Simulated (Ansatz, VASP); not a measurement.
# One calculation of Ni, two programs

INCAR

```
SYSTEM = Ni
PREC     = Accurate       ! precision mode
ENCUT    = 520            ! plane-wave cutoff, eV
EDIFF    = 1E-7           ! SCF threshold, eV
ISMEAR   = -1             ! smearing method
SIGMA    = 0.05           ! smearing width, eV
LREAL    = .False.        ! projectors in reciprocal space
LASPH    = .True.         ! aspherical terms in the spheres
NELM     = 150            ! most SCF steps
ALGO     = Normal         ! electronic algorithm
ISIF     = 2              ! what is computed and relaxed
LWAVE    = .False.        ! write WAVECAR
LCHARG   = .False.        ! write CHGCAR
ISPIN    = 2              ! spin polarisation
MAGMOM   = 0.2            ! initial moments
LORBIT   = 11             ! projections on sites
LMAXMIX  = 4              ! l up to which the mixer works
GGA      = PE             ! functional
NBANDS   = 15             ! bands
```

Contents of KPOINTS:

```
regular mesh
0
Gamma
  13 13 13
  0 0 0
```

Contents of POSCAR:

```
Ni
1.0
    0.0000000000      1.7659500000      1.7659500000
    1.7659500000      0.0000000000      1.7659500000
    1.7659500000      1.7659500000      0.0000000000
Ni
1
Direct
    0.0000000000      0.0000000000      0.0000000000
```

Input for Ansatz:

```yaml
crystal:
  lattice:
    - [0.0, 1.76595, 1.76595]
    - [1.76595, 0.0, 1.76595]
    - [1.76595, 1.76595, 0.0]
  atoms:
    - { symbol: Ni, position: [0.0, 0.0, 0.0], spin: 0.2 }
magnetization:
  spin_polarized: true
hamiltonian:
  xc: pbe
  pseudopotentials: { kind: paw }
basis:
  ecutwfc: 420
kpoints:
  mp_grid: { grid: [13, 13, 13] }
scf:
  occupations: { method: fermi_dirac, width: 0.05 }
  lower_state_search: "off"
output:
  forces: true
  stress: true
```

Change from the starting cell: parallel moments scaled by 0.1, free total moment.

Alike in both runs: task single point; functional PBE; k mesh 13 × 13 × 13; occupations fermi-dirac, width 0.05 eV; collinear spin.

```csv
,VASP,Ansatz
version,VASP 6.6.1,Ansatz 0.2.0
potentials or method,"VASP PAW PBE potentials, release 64 (Ni), cutoff 520 eV","PAW, plane waves, scalar-relativistic"
valence electrons in the cell,10,18
```

|  | VASP | Ansatz | Ansatz less VASP |
| --- | --- | --- | --- |
| pressure (GPa) | -2.3 | -2.3 | -0.01 |
| net moment per atom (μB) | 0.63 | 0.63 | +0.007 |
| size of the moment on the site where the two differ most (μB) | 0.64 | 0.67 | +0.033 |

Site moments also hang on the region over which each program counts them. VASP's potentials hold 10 valence electrons a cell and Ansatz's 18, so a difference there can come from the potentials and not from the codes.
